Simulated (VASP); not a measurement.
Mg9O8 (a cell with a defect), 17 atoms in the cell. The cell holds a defect, 17 atoms: a = 5.672 Å, b = 5.672 Å, c = 5.672 Å, α = 60.00°, β = 60.00°, γ = 60.00°. 

| Property | Result |
| --- | --- |
| Program | VASP 6.6.1 |
| Task | relaxation of the atoms |
| Functional | LDA |
| Potentials or basis | VASP PAW LDA potentials, release 64 (Mg, O) |
| Cutoff | 520 eV |
| k mesh | 2 × 2 × 2 |
| Occupations | fermi-dirac, width 0.02 eV |
| Spin | no spin polarisation |
| Dipole correction | no |
| Further INCAR settings | LREAL = Auto; ALGO = Normal; EDIFF = 1e-06; IBRION = 2; EDIFFG = -0.08; NSW = 45 |

Potentials or basis: VASP PAW LDA potentials, release 64 (Mg, O).

Command:

```sh
$ cat potpaw_LDA.64/Mg/POTCAR potpaw_LDA.64/O/POTCAR > POTCAR
$ mpirun -np 1 vasp_std > vasp.out
```

Hardware: 1 thread of AMD EPYC 7R13 Processor (Zen 3), with other jobs on the host.

Task: Estimate the wall time of this run.

Result: Wall time 8.3 min on 1 thread of AMD EPYC 7R13 Processor (Zen 3), on a shared host, peak memory 0.19 GiB. Counts: scf iterations 87, k points 8, ion steps 10.
